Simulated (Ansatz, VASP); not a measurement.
ZrSi3O8: VASP beside Ansatz

```xyz
12
Lattice="3.4697 0.0000 0.0000 0.0000 5.8137 0.0000 0.0000 0.0000 5.7463" Properties=species:S:1:pos:R:3 pbc="T T T"
Si    0.0000    4.3453    0.3340
Si    0.0000    1.4684    0.3340
Si    1.7349    2.9068    2.4198
Zr    1.7349    0.0000    2.7467
O     1.7349    4.1010    3.5407
O     1.7349    4.2692    0.9019
O     0.0000    0.0000    1.7031
O     0.0000    0.0000    5.1179
O     1.7349    1.7126    3.5407
O     1.7349    1.5445    0.9019
O     0.0000    2.9068    1.9366
O     0.0000    2.9068    5.2542
```

Alike in both runs: task single point; functional r2SCAN; k mesh 8 × 4 × 4; no spin polarisation.

```csv
,VASP,Ansatz
version,VASP 6.6.1,Ansatz 0.2.0
potentials or method,"VASP PAW PBE potentials, release 64 (Si, Zr_sv, O)","plane waves, PAW"
plane-wave cutoff (eV),520,500
occupations,"gaussian, width 0.01 eV",fixed
valence electrons in the cell,72,72
```

|  | VASP | Ansatz | Ansatz less VASP |
| --- | --- | --- | --- |
| gap on the k mesh at the Fermi level (eV) | 4.39 | 4.43 | +0.038 |
| pressure (GPa) | 0.6 | 0.0 | -0.57 |
| rms of the force components (eV/Å) | 0.027 | 0.001 | -0.0262 |

VASP's potentials were made for PBE, not for r2SCAN.
